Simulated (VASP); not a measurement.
Input of a VASP 6.6.1 run:

The input POSCAR:

```
Al3GaN4
1.0
    5.0380821985      0.0000000000      0.0000609633
    0.0000000000      3.1249488273      0.0000000000
   -0.0032907418      0.0000000000      5.4103929818
Al Ga N
3 1 4
Direct
    0.5082990773      0.5000000000      0.1726289839
    0.0006683705      0.5000000000      0.8349019374
    0.0010043255      0.0000000000      0.3316444641
    0.4994946875      0.0000000000      0.6662044640
    0.1107069781      0.0000000000      0.6663170124
    0.1226755900      0.5000000000      0.1671322918
    0.6254135993      0.5000000000      0.8406810063
    0.6234137866      0.0000000000      0.3258647496
```

The input INCAR.step1:

```
SYSTEM = Al3GaN4
PREC = Accurate ; ENCUT = 520
ISMEAR = 0 ; SIGMA = 0.05
LREAL = .FALSE. ; LASPH = .TRUE.
NELM = 80 ; NBANDS = 31
GGA = PE ; ALGO = Normal
EDIFF = 1E-4 ; LWAVE = .TRUE.
LCHARG = .FALSE.
```

File INCAR.step2:

```
SYSTEM = Al3GaN4
PREC = Accurate ; ENCUT = 520
EDIFF = 1E-7 ; ISMEAR = 0
SIGMA = 0.05 ; LREAL = .FALSE.
LASPH = .TRUE. ; NELM = 80
ALGO = Normal ; ISIF = 2
LWAVE = .FALSE. ; LCHARG = .FALSE.
METAGGA = R2SCAN ; LMIXTAU = .TRUE.
NBANDS = 31 ; ISTART = 1
```

Contents of KPOINTS:

```
Automatic mesh
0
G
  6 8 4
  0 0 0
```

Potentials or basis: VASP PAW PBE potentials, release 64 (Al, Ga_d, N).

Command:

```bash
$ cat potpaw_PBE.64/Al/POTCAR potpaw_PBE.64/Ga_d/POTCAR potpaw_PBE.64/N/POTCAR > POTCAR
$ cp INCAR.step1 INCAR
$ mpirun -np 1 vasp_std > vasp.out
$ cp INCAR.step2 INCAR
$ mpirun -np 1 vasp_std > vasp.out
```

Question: Predict the band gap on the k mesh.

Answer: 4.12 eV.

Question: What does it give for the largest force?

Answer: 1.065 eV/Å.

Question: Predict the pressure.

Answer: 0.1 GPa.

Forces on the atoms (eV/Å):
```
Al  -0.801  0.000 -0.703
Al   0.117  0.000  0.039
Al   0.243  0.000 -0.019
Ga  -0.060  0.000  0.219
N   -0.058  0.000 -0.043
N    0.196  0.000  0.099
N    0.084  0.000  0.191
N    0.280  0.000  0.217
```

Caveat: the cell differs from its parent crystal (atom 1 (Al) moved -0.050 Å towards its neighbour atom 2 (Al) at 3.092 Å); the PAW data sets were made with another functional, which shifts forces and pressure a little. A k mesh can miss the band edges.
